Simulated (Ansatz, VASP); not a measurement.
# One calculation of Mg2NCl, two programs

The input INCAR:

```
SYSTEM = Mg2NCl
PREC = Accurate
ENCUT = 520
EDIFF = 1E-6
ISMEAR = 0
SIGMA = 0.05
LREAL = .False.
LASPH = .True.
NELM = 100
ALGO = Normal
ISIF = 2
LWAVE = .False.
LCHARG = .False.
GGA = CA
NBANDS = 16
```

Contents of KPOINTS:

```
Automatic mesh
0
Gamma
  9 9 9
  0 0 0
```

The input POSCAR:

```
Mg2NCl
1.0
    1.7436999469      1.0067256337      6.3031258500
   -1.7436999469      1.0067256337      6.3031258500
    0.0000000000     -2.0134512675      6.3031258500
Mg N Cl
2 1 1
Direct
    0.2228150000      0.2228150000      0.2228150000
    0.7771850000      0.7771850000      0.7771850000
    0.5000000000      0.5000000000      0.5000000000
    0.0000000000      0.0000000000      0.0000000000
```

Input for Ansatz:

```yaml
crystal:
  lattice:
    - [1.7436999469, 1.0067256337, 6.30312585]
    - [-1.7436999469, 1.0067256337, 6.30312585]
    - [0.0, -2.0134512675, 6.30312585]
  atoms:
    - { symbol: Mg, position: [0.222815, 0.222815, 0.222815] }
    - { symbol: Mg, position: [0.777185, 0.777185, 0.777185] }
    - { symbol: "N", position: [0.5, 0.5, 0.5] }
    - { symbol: Cl, position: [0.0, 0.0, 0.0] }
basis:
  ecutwfc: 420
kpoints:
  mp_grid: { grid: [9, 9, 9] }
hamiltonian:
  xc: lda
scf:
  occupations: { method: gaussian, width: 0.05 }
output:
  forces: true
  stress: true
  eigenvalues: true
```

Change from the starting cell: strain +0.050 along x and y, +0.050 along z, atoms carried along.

Alike in both runs: task single point; functional LDA; k mesh 9 × 9 × 9; occupations gaussian, width 0.05 eV; no spin polarisation.

|  | VASP | Ansatz |
| --- | --- | --- |
| version | VASP 6.6.1 | Ansatz 0.2.0 |
| potentials or method | VASP PAW LDA potentials, release 64 (Mg, N, Cl), cutoff 520 eV | scalar-relativistic, plane waves, PAW |
| valence electrons in the cell | 16 | 32 |

|  | VASP | Ansatz | Ansatz less VASP |
| --- | --- | --- | --- |
| gap on the k mesh at the Fermi level (eV) | 1.28 | 1.30 | +0.020 |
| least direct gap on the mesh (eV) | 1.28 | 1.30 | +0.020 |
| pressure (GPa) | -14.5 | -13.9 | +0.63 |
| traceless stress, the component that is largest in VASP (GPa) | 1.52 | 1.54 | +0.020 |
| rms of the force components (eV/Å) | 0.269 | 0.251 | -0.0185 |

LDA's correlation is that of Perdew and Zunger in VASP and of Perdew and Wang (1992) in Ansatz. Atom by atom the forces differ by 0.018 eV/Å (rms over components). VASP's potentials hold 16 valence electrons a cell and Ansatz's 32, so a difference there can come from the potentials and not from the codes.
